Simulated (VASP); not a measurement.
Runs of VASP 6.6.1 on ScAl. The structure is that of space group Pm-3m (No. 221), or close to it. The cells are those of the table. 

```csv
cell,gap on the mesh (eV),pressure (GPa)
"a = 3.452 Å, 2 atoms",none,(b)
"a = 3.410 Å, 2 atoms",none,-4.1
"a = 3.276 Å, 2 atoms",none,5.9
"a = 3.241 Å, 2 atoms",none,(a)
"a = 3.205 Å, 2 atoms",none,13.7
```

Alike in all rows: task single point; level PBEsol; potentials or basis VASP PAW PBE potentials, release 64 (Sc_sv, Al); no spin polarisation; k mesh 12 × 12 × 12; cutoff (eV) 520; smearing gaussian 0.1 eV.

Estimate the missing entries.

(a) 9.5; (b) -6.3.

Caveats: the PAW data sets were made with another functional, which shifts forces and pressure a little; the cell stands under pressure (at least some runs); the cell stands under tension (at least some runs).

A gap of «none» marks levels without a gap at the run's occupations.
